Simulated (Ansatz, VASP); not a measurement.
## Co in VASP and in Ansatz

Contents of INCAR:

```
ALGO = Normal ; EDIFF = 1E-6
EDIFFG = -0.01 ; ENCUT = 600
GGA = PE ; IBRION = 2
ISIF = 3 ; ISMEAR = 0
ISPIN = 2 ; LASPH = True
LCHARG = False ; LMAXMIX = 4
LORBIT = 11 ; LREAL = False
LWAVE = False ; MAGMOM = 1.97
NELM = 150 ; NSW = 80
PREC = Accurate ; SIGMA = 0.1
```

Contents of KPOINTS:

```
k-points
0
Gamma
  20 20 20
```

The input POSCAR:

```
Co
1.0
    0.0000000000      1.7626285571      1.7626285571
    1.7626285571      0.0000000000      1.7626285571
    1.7626285571      1.7626285571      0.0000000000
Co
1
Direct
    0.0000000000      0.0000000000      0.0000000000
```

Input for Ansatz:

```yaml
crystal:
  lattice:
    - [0.0, 1.7626285571, 1.7626285571]
    - [1.7626285571, 0.0, 1.7626285571]
    - [1.7626285571, 1.7626285571, 0.0]
  atoms:
    - { symbol: Co, position: [0.0, 0.0, 0.0], spin: 1.97 }
basis:
  ecutwfc: 420
kpoints:
  mp_grid: { grid: [20, 20, 20] }
hamiltonian:
  xc: pbe
scf:
  occupations: { method: gaussian, width: 0.1 }
output:
  forces: true
  stress: true
  eigenvalues: true
  populations: true
  write_density: true
  write_potential: true
  elf: true
  volumetric_format: npy
magnetization:
  spin_polarized: true
relax:
  adjacent_minimum: "off"
  f_tol: 0.01
  max_steps: 60
  cell: { stress_tol: 0.1 }
```

Alike in both runs: task relaxation of cell and atoms; functional PBE; k mesh 20 × 20 × 20; occupations gaussian, width 0.1 eV; collinear spin.

|  | VASP | Ansatz |
| --- | --- | --- |
| version | VASP 6.6.1 | Ansatz 0.2.0 |
| potentials or method | VASP PAW PBE potentials, release 64 (Co), cutoff 600 eV | scalar-relativistic, plane waves, PAW |
| valence electrons in the cell | 9 | 17 |

VASP gave:

| Quantity | Value |
| --- | --- |
| gap on the k mesh at the Fermi level, each at its own relaxed structure (eV) | none |
| net moment per atom (μB) | 1.63 |
| size of the moment on the site where the two differ most (μB) | 1.65 |
| relaxed volume (Å³/atom) | 10.86 |
| relaxed cell length with the largest relative difference (Å) | 2.486 |

Estimate Ansatz's values.

gap on the k mesh at the Fermi level, each at its own relaxed structure (eV): none; net moment per atom (μB): 1.64; size of the moment on the site where the two differ most (μB): 1.71; relaxed volume (Å³/atom): 10.91; relaxed cell length with the largest relative difference (Å): 2.489.

Site moments also hang on the region over which each program counts them. A gap of «none» marks a metal or a gap that the smearing closes. VASP's potentials hold 9 valence electrons a cell and Ansatz's 17, so a difference there can come from the potentials and not from the codes.
